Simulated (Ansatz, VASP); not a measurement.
**Two plane-wave programs on Ti**

```
CELL_PARAMETERS angstrom
2.93846 0.00000 0.00000
-1.46923 2.54478 0.00000
0.00000 0.00000 4.83666
ATOMIC_POSITIONS crystal
Ti 0.33333 0.66667 0.25000
Ti 0.66667 0.33333 0.75000
```

Change from the starting cell: strain +0.000 along x and y, +0.040 along z, atoms carried along.

Alike in both runs: task single point; functional PBE; k mesh 24 × 24 × 14; occupations gaussian, width 0.15 eV; no spin polarisation.

|  | VASP | Ansatz |
| --- | --- | --- |
| version | VASP 6.6.1 | Ansatz 0.2.0 |
| potentials or method | VASP PAW PBE potentials, release 64 (Ti_sv), cutoff 520 eV | scalar-relativistic, plane waves, PAW |
| valence electrons in the cell | 24 | 24 |

|  | VASP | Ansatz | Ansatz less VASP |
| --- | --- | --- | --- |
| gap on the k mesh at the Fermi level (eV) | none | none | - |
| pressure (GPa) | -4.4 | -4.0 | +0.33 |
| traceless stress, the component that is largest in VASP (GPa) | -2.70 | -2.72 | -0.018 |

A gap of «none» marks a metal or a gap that the smearing closes. The functional is the same, so the differences come from potentials, cutoffs and numerics.
